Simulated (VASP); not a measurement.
Write the native input for VASP 6.6.1 that does the following.

```yaml
Task: single point
Functional: PBE
Potentials_or_basis: VASP PAW PBE potentials, release 64 (Pb_d, O)
Cutoff: 520 eV
k_mesh: 9 × 9 × 9
Occupations: fermi-dirac, width 0.0612256 eV
Spin: no spin polarisation
Dipole_correction: no
Further_INCAR_settings: ALGO = Normal; EDIFF = 1e-06; NBANDS = 24
```

The structure of PbO3 (ReO3 type) lies in POSCAR:

```
PbO3
1.0
    4.2673923870      0.0000000000      0.0000000000
    0.0000000000      4.2673923870      0.0000000000
    0.0000000000      0.0000000000      4.2673923870
Pb O
1 3
Direct
    0.0000000000      0.0000000000      0.0000000000
    0.5000000000      0.0000000000      0.0000000000
    0.0000000000      0.5000000000      0.0000000000
    0.0000000000      0.0000000000      0.5000000000
```

One way to write it, as run:

INCAR

```
  ALGO = Normal
  EDIFF = 1E-6
  ENCUT = 520
  GGA = PE
  ISIF = 2
  ISMEAR = -1
  LASPH = True
  LCHARG = True
  LELF = True
  LREAL = False
  LVHAR = True
  LWAVE = False
  NBANDS = 24
  NELM = 100
  PREC = Accurate
  SIGMA = 0.06122561905347299
```

KPOINTS

```
k-points
0
Gamma
  9 9 9
```

Potentials or basis: VASP PAW PBE potentials, release 64 (Pb_d, O).

Launch:

```console
$ cat potpaw_PBE.64/Pb_d/POTCAR potpaw_PBE.64/O/POTCAR > POTCAR
$ mpirun -np 1 vasp_std > vasp.out
```

Results of the run:

```json
{
  "Pressure": "1.3 GPa",
  "Band gap on the k mesh": "zero (bands 16 and 17 overlap by 0.68 eV)"
}
```

Caveat: semilocal functionals underestimate gaps, and a narrow one can read as zero; spin-orbit coupling is left out, which moves the levels of the heavy elements.

Wall time 64 s on 1 thread of Intel Xeon 8259CL, on a shared host, peak memory 0.21 GiB.
